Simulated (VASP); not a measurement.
# CaO (P6_3/mmc) in VASP: single point with PBEsol

Aim: the single point of CaO with PBEsol.

Everything below comes from runs of VASP 6.6.1. Logs are shortened: lines on timing, memory, paths and dates and some standing lists are left out, and cuts for length are marked.

### Step 1. The cell of the first run

Symmetry: P6_3/mmc, No. 194, hexagonal system. The conventional cell has a = 3.992 Å, b = 3.992 Å, c = 4.785 Å, α = 90.00°, β = 90.00°, γ = 120.00°. Within 3.0 Å of Ca (site symmetry -6m2) lie 5 O at 2.30 to 2.39 Å. O (site symmetry -6m2) has 5 Ca at 2.30 to 2.39 Å within 3.0 Å.

### Step 2. Single point, PBEsol

File INCAR:

```
  PREC = Accurate
  ENCUT = 520
  EDIFF = 1E-6
  ISMEAR = 0
  SIGMA = 0.01
  LREAL = False
  LASPH = True
  NELM = 80
  ALGO = Normal
  ISIF = 2
  LWAVE = False
  LCHARG = True
  GGA = PS
  LELF = True
  LVHAR = True
  NBANDS = 24
```

File KPOINTS:

```
regular mesh
0
Gamma
  6 6 4
```

File POSCAR:

```
CaO
1.0
    3.9919758200      0.0000000000      0.0000000000
   -1.9959879100      3.4571524800      0.0000000000
    0.0000000000      0.0000000000      4.7848400100
Ca O
2 2
Direct
    0.3333333300      0.6666666700      0.7500000000
    0.6666666700      0.3333333300      0.2500000000
    0.3333333300      0.6666666700      0.2500000000
    0.6666666700      0.3333333300      0.7500000000
```

Potentials or basis: VASP PAW PBE potentials, release 64 (Ca_sv, O).

On the command line:

```
$ cat potpaw_PBE.64/Ca_sv/POTCAR potpaw_PBE.64/O/POTCAR > POTCAR
$ mpirun -np 1 vasp_std > vasp.out
```

OUTCAR:

```text
PREC = Accurate
   ENCUT = 520
   EDIFF = 1E-6
   ISMEAR = 0
   LREAL = False
   LASPH = True
   NELM = 80
   ISIF = 2
   GGA = PS

 ion  position               nearest neighbor table
   1  0.333  0.667  0.750-   4 2.30   4 2.30   4 2.30   3 2.39   3 2.39
   2  0.667  0.333  0.250-   3 2.30   3 2.30   3 2.30   4 2.39   4 2.39
   3  0.333  0.667  0.250-   2 2.30   2 2.30   2 2.30   1 2.39   1 2.39
   4  0.667  0.333  0.750-   1 2.30   1 2.30   1 2.30   2 2.39   2 2.39

  LATTYP: Found a hexagonal cell.
 ALAT       =     3.9919758200
 C/A-ratio  =     1.1986144771

  Lattice vectors:

 A1 = (   3.9919758200,   0.0000000000,   0.0000000000)
 A2 = (  -1.9959879100,   3.4571524800,   0.0000000000)
 A3 = (   0.0000000000,   0.0000000000,   4.7848400100)

Analysis of symmetry for initial positions (statically):
=====================================================================
 Subroutine PRICEL returns:
 Original cell was already a primitive cell.

 Routine SETGRP: Setting up the symmetry group for a
 hexagonal supercell.

 Subroutine GETGRP returns: Found 24 space group operations
 (whereof 12 operations were pure point group operations)
 out of a pool of 24 trial point group operations.

The static configuration has the point symmetry D_3d.
 The point group associated with its full space group is D_6h.

Analysis of symmetry for dynamics (positions and initial velocities):
=====================================================================
 Subroutine PRICEL returns:
 Original cell was already a primitive cell.

 Routine SETGRP: Setting up the symmetry group for a
 hexagonal supercell.

 Subroutine GETGRP returns: Found 24 space group operations
 (whereof 12 operations were pure point group operations)
 out of a pool of 24 trial point group operations.

The dynamic configuration has the point symmetry D_3d.
 The point group associated with its full space group is D_6h.

 Subroutine INISYM returns: Found 24 space group operations
 (whereof 12 operations are pure point group operations),
 and found     1 'primitive' translations

----------------------------------------------------------------------------------------

                                     Primitive cell

  volume of cell :      66.0350

  direct lattice vectors                    reciprocal lattice vectors
     3.991975820  0.000000000  0.000000000     0.250502519  0.144627697  0.000000000
    -1.995987910  3.457152480  0.000000000     0.000000000  0.289255393  0.000000000
     0.000000000  0.000000000  4.784840010     0.000000000  0.000000000  0.208993404

  length of vectors
     3.991975820  3.991975827  4.784840010     0.289255394  0.289255393  0.208993404

  position of ions in fractional coordinates (direct lattice)
     0.333333330  0.666666670  0.750000000
     0.666666670  0.333333330  0.250000000
     0.333333330  0.666666670  0.250000000
     0.666666670  0.333333330  0.750000000

  ion indices of the primitive-cell ions
   primitive index   ion index
                 1           1
                 2           2
                 3           3
                 4           4

----------------------------------------------------------------------------------------

 KPOINTS: regular mesh

Automatic generation of k-mesh.
 Grid dimensions read from file:
 generate k-points for:    6    6    4

 Generating k-lattice:

  Cartesian coordinates                     Fractional coordinates (reciprocal lattice)
     0.041750420  0.024104616  0.000000000     0.166666667 -0.000000000  0.000000000
     0.000000000  0.048209232  0.000000000     0.000000000  0.166666667  0.000000000
     0.000000000  0.000000000  0.052248351     0.000000000  0.000000000  0.250000000

  Length of vectors
     0.048209232  0.048209232  0.052248351

  Shift w.r.t. Gamma in fractional coordinates (k-lattice)
     0.000000000  0.000000000  0.000000000

 Subroutine IBZKPT returns following result:
 ===========================================

 Found     21 irreducible k-points:

 Following reciprocal coordinates:
            Coordinates               Weight
  0.000000  0.000000  0.000000      1.000000
  0.166667 -0.000000  0.000000      6.000000
  0.333333  0.000000  0.000000      6.000000
  0.500000  0.000000  0.000000      3.000000
  0.166667  0.166667  0.000000      6.000000
  0.333333  0.166667  0.000000     12.000000
[... 13 lines left out ...]
  0.333333  0.166667  0.500000     12.000000
  0.333333  0.333333  0.500000      2.000000
   k-points           NKPTS =     21   k-points in BZ     NKDIM =     21   number of bands    NBANDS=     24
   number of dos      NEDOS =    301   number of ions     NIONS =      4
   total plane-waves  NPLWV =  32400
   dimension x,y,z NGX =    30 NGY =   30 NGZ =   36
   dimension x,y,z NGXF=    60 NGYF=   60 NGZF=   72
   ions per type =               2   2
   NGX,Y,Z   is equivalent  to a cutoff of  12.49, 12.49, 12.51 a.u.
   NGXF,Y,Z  is equivalent  to a cutoff of  24.99, 24.99, 25.02 a.u.
 SYSTEM =  unknown system
   PREC   = accura    normal or accurate (medium, high low for compatibility)
   ISTART =      0    job   : 0-new  1-cont  2-samecut
   ICHARG =      2    charge: 1-file 2-atom 10-const
   ISPIN  =      1    spin polarized calculation?
   LNONCOLLINEAR =      F non collinear calculations
   LSORBIT =      F    spin-orbit coupling
   LASPH  =      T    aspherical Exc in radial PAW
   ENCUT  =  520.0 eV  38.22 Ry    6.18 a.u.   7.42  7.42  8.90*2*pi/ulx,y,z
   NELM   =     80;   NELMIN=  2; NELMDL= -5     # of ELM steps
   EDIFF  = 0.1E-05   stopping-criterion for ELM
   LREAL  =      F    real-space projection
   EDIFFG = 0.1E-04   stopping-criterion for IOM
   NSW    =      0    number of steps for IOM
   IBRION =     -1    ionic relax: 0-MD 1-quasi-New 2-CG
   NFREE  =      0    steps in history (QN), initial steepest desc. (CG)
   ISIF   =      2    stress and relaxation
   ISYM   =      2    0-nonsym 1-usesym 2-fastsym
   POTIM  = 0.5000    time-step for ionic-motion
   TEBEG  =    0.0;   TEEND  =   0.0 temperature during run
   PSTRESS=    0.0 pullay stress
   NELECT =      32.0000    total number of electrons
   NUPDOWN=      -1.0000    fix difference up-down
   EMIN   =  10.00;   EMAX   =-10.00  energy-range for DOS
   EFERMI =   0.00;   METHOD = LEGACY
   ISMEAR =     0;   SIGMA  =   0.01  broadening in eV -4-tet -1-fermi 0-gaus
   EFERMI_NEDOS =   21; number of points for ismear=-14 and -15
   IALGO  =     38    algorithm
   IMIX   =      4    mixing-type and parameters
     AMIX     =   0.40;   BMIX     =  1.00
     AMIX_MAG =   1.60;   BMIX_MAG =  1.00
  volume/ion in A,a.u.               =      16.51       111.41
  Fermi-wavevector in a.u.,A,eV,Ry     =   1.285879  2.429960 22.497037  1.653486
  Thomas-Fermi vector in A             =   2.417987
   LORBIT       =      0    0 simple, 1 ext, 2 COOP (PROOUT), +10 PAW based schemes
   GGA     = PS    functional components
   LHFCALC =     F    Hartree Fock is set to
   AEXX    =    0.0000 exact exchange contribution
   IVDW    =     0    specifies the selected vdW correction
   LEPSILON=     F    determine dielectric tensor
   LRPA    =     F    only Hartree local field effects (RPA)
 non-spin polarized calculation
 Gauss-broadening in eV      SIGMA  =   0.01
  energy-cutoff  :      520.00
  volume of cell :       66.03
 maximum number of plane-waves:      1811
 NGX is ok and might be reduce to    30
   NGX = 15   NGY = 15   NGZ = 17

 number of electron      31.9999992 magnetization

 Free energy of the ion-electron system (eV)
  ---------------------------------------------------
  ext. energy  EPLUGINS =         0.00000000
  ---------------------------------------------------
  free energy    TOTEN  =       -26.45507698 eV

  energy without entropy =      -26.45507698  energy(sigma->0) =      -26.45507698

 E-fermi :   1.2497     XC(G=0):  -9.6425

 val. band max:        1.1947157340   @ k =   0.0000   0.0000   0.0000
 cond. band min:       4.2262871875   @ k =   0.0000   0.0000   0.0000
 fundamental gap:      3.0315714535
 Fermi energy:         1.2497373149

 k-point     1 :       0.0000    0.0000    0.0000
  band No.  band energies     occupation
      1     -36.2238      2.00000
      2     -36.0884      2.00000
      3     -17.6586      2.00000
      4     -17.4076      2.00000
      5     -17.4076      2.00000
      6     -17.2049      2.00000
[... 16 lines left out ...]
     23       9.6862      0.00000
     24       9.7454      0.00000

 k-point     2 :       0.1667   -0.0000    0.0000
  band No.  band energies     occupation
      1     -36.2125      2.00000
      2     -36.0931      2.00000
      3     -17.6208      2.00000
      4     -17.5227      2.00000
      5     -17.4307      2.00000
      6     -17.3453      2.00000
[... 16 lines left out ...]
     23       9.2840      0.00000
     24       9.5569      0.00000

 k-point     3 :       0.3333    0.0000    0.0000
  band No.  band energies     occupation
      1     -36.1851      2.00000
      2     -36.1070      2.00000
      3     -17.7337      2.00000
      4     -17.5849      2.00000
      5     -17.5247      2.00000
      6     -17.4732      2.00000
[... 16 lines left out ...]
     23       9.4034      0.00000
     24       9.5816      0.00000
[... 433 lines left out ...]
 k-point    20 :       0.3333    0.1667    0.5000
  band No.  band energies     occupation
      1     -36.1416      2.00000
      2     -36.1416      2.00000
      3     -18.0834      2.00000
      4     -18.0834      2.00000
      5     -17.3754      2.00000
      6     -17.3754      2.00000
[... 16 lines left out ...]
     23       9.7404      0.00000
     24       9.7404      0.00000

 k-point    21 :       0.3333    0.3333    0.5000
  band No.  band energies     occupation
      1     -36.1398      2.00000
      2     -36.1398      2.00000
      3     -18.1168      2.00000
      4     -18.1168      2.00000
      5     -17.4065      2.00000
      6     -17.4065      2.00000
[... 16 lines left out ...]
     23       9.7466      0.00000
     24       9.7466      0.00000

------------------------ aborting loop because EDIFF is reached ----------------------------------------

  FORCE on cell =-STRESS in cart. coord.  units (eV):
  Direction    XX          YY          ZZ          XY          YZ          ZX
  --------------------------------------------------------------------------------------
  -------------------------------------------------------------------------------------
  Total       -0.7466611     -0.7466611     -0.8304452      0.0000000     -0.0000000      0.0000000
  in kB      -18.1159131    -18.1159132    -20.1487316      0.0000000     -0.0000000      0.0000000
  external PRESSURE =     -18.7935193 kB  Pullay stress =       0.0000000 kB

 VOLUME and BASIS-vectors are now :
 -----------------------------------------------------------------------------
  energy-cutoff  :      520.00
  volume of cell :       66.03
      direct lattice vectors                 reciprocal lattice vectors
     3.991975820  0.000000000  0.000000000     0.250502519  0.144627697  0.000000000
    -1.995987910  3.457152480  0.000000000     0.000000000  0.289255393  0.000000000
     0.000000000  0.000000000  4.784840010     0.000000000  0.000000000  0.208993404

 POSITION                                       TOTAL-FORCE (eV/Angst)
 -----------------------------------------------------------------------------------
     -0.00000      2.30477      3.58863         0.000000      0.000000      0.000000
      1.99599      1.15238      1.19621        -0.000000     -0.000000      0.000000
     -0.00000      2.30477      1.19621        -0.000000     -0.000000      0.000000
      1.99599      1.15238      3.58863         0.000000      0.000000      0.000000
 -----------------------------------------------------------------------------------
    total drift:                               -0.000003      0.000001     -0.000000

  FREE ENERGIE OF THE ION-ELECTRON SYSTEM (eV)
  ---------------------------------------------------
  free  energy   TOTEN  =       -26.4550769755 eV

  energy  without entropy=      -26.4550769755  energy(sigma->0) =      -26.45507698
```

Run time: 79 s. Hardware: 1 thread of AMD EPYC 7R13 (Zen 3), shared host; peak memory 0.15 GiB.

Results:

| Quantity | Value |
| --- | --- |
| Free energy | -26.4551 eV |
| Pressure | -1.9 GPa |
| Band gap on the k mesh | 3.03 eV, direct |

Levels at points of the mesh, in eV from the valence-band top:
```csv
k point,band 12,band 13,band 14,band 15,band 16,band 17,band 18,band 19,band 20,band 21
"(0.00, 0.00, 0.00)",-1.21,-1.16,-1.16,-1.11,0.00,3.03,6.09,6.09,7.68,7.71
"(0.50, 0.00, 0.00)",-1.08,-0.86,-0.85,-0.61,-0.39,4.59,5.18,5.19,7.60,7.71
"(0.00, 0.00, 0.50)",-1.61,-1.31,-1.31,-1.31,-1.31,4.86,4.86,7.76,7.76,7.76
"(0.50, 0.00, 0.50)",-2.11,-1.07,-1.07,-0.77,-0.77,5.26,5.26,7.29,7.29,7.95
```

Caveat: the PAW data sets were made with another functional, which shifts forces and pressure a little.
